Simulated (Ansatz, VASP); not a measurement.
**AlN in VASP and in Ansatz**

```xyz
2
Lattice="0.0000 2.0051 2.0051 2.0051 0.0000 2.0051 2.0051 2.0051 0.0000" Properties=species:S:1:pos:R:3 pbc="T T T"
Al    2.0051    2.0051    2.0051
N     0.0000    0.0000    0.0000
```

Alike in both runs: task single point; functional LDA; k mesh 10 × 10 × 10; occupations gaussian, width 0.02 eV; no spin polarisation.

|  | VASP | Ansatz |
| --- | --- | --- |
| version | VASP 6.6.1 | Ansatz 0.2.0 |
| potentials or method | VASP PAW LDA potentials, release 64 (Al, N), cutoff 600 eV | scalar-relativistic, plane waves, PAW |
| valence electrons in the cell | 8 | 8 |

|  | VASP | Ansatz | Ansatz less VASP |
| --- | --- | --- | --- |
| gap on the k mesh at the Fermi level (eV) | 4.70 | 4.71 | +0.011 |
| least direct gap on the mesh (eV) | 6.13 | 6.11 | -0.020 |
| pressure (GPa) | 0.7 | 0.0 | -0.68 |

Ansatz warns that its potentials were made for another functional, while VASP's fit it. LDA's correlation is that of Perdew and Zunger in VASP and of Perdew and Wang (1992) in Ansatz.
